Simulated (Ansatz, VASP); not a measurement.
## TiMoSe4: VASP beside Ansatz

```
Ti Mo Se
1.0
    14.37435    0.00000    0.00000
     0.00000    3.38512    0.00000
     0.00000    0.00000    5.90882
Ti Mo Se
2 2 8
Cartesian
  10.7808 0.0000 3.9901
  3.5936 0.0000 1.9187
  10.7808 1.6926 0.9257
  3.5936 1.6926 4.9831
  12.4580 1.6926 4.9011
  9.1035 1.6926 4.9011
  12.4086 0.0000 1.9149
  9.1529 0.0000 1.9149
  1.9164 1.6926 1.0078
  5.2708 1.6926 1.0078
  1.9657 0.0000 3.9939
  5.2214 0.0000 3.9939
```

Alike in both runs: functional PBE; k mesh 1 × 4 × 2; occupations gaussian, width 0.15 eV; collinear spin.

Ansatz relaxed the structure, and its values are those at the end. VASP's run is a single point on that final structure, the one shown.

|  | VASP | Ansatz |
| --- | --- | --- |
| version | VASP 6.6.1 | Ansatz 0.2.0 |
| potentials or method | VASP PAW PBE potentials, release 64 (Ti_sv, Mo_sv, Se), cutoff 520 eV | scalar-relativistic, plane waves, PAW |
| valence electrons in the cell | 100 | 180 |

VASP gave:

| Quantity | Value |
| --- | --- |
| gap on the k mesh at the Fermi level (eV) | none |
| pressure (GPa) | 0.3 |
| rms of the force components (eV/Å) | 0.018 |
| net moment per atom (μB) | 0.00 |

Problem. Which values does Ansatz return?

Solution. gap on the k mesh at the Fermi level (eV): none; pressure (GPa): 0.2; rms of the force components (eV/Å): 0.008; net moment per atom (μB): 0.00.

A gap of «none» marks a metal or a gap that the smearing closes. The functional is the same, so the differences come from potentials, cutoffs and numerics. VASP's potentials hold 100 valence electrons a cell and Ansatz's 180, so a difference there can come from the potentials and not from the codes. Ansatz's warnings: seeded moment not kept.

The k mesh is coarse, so the values compare programs but aren't converged.
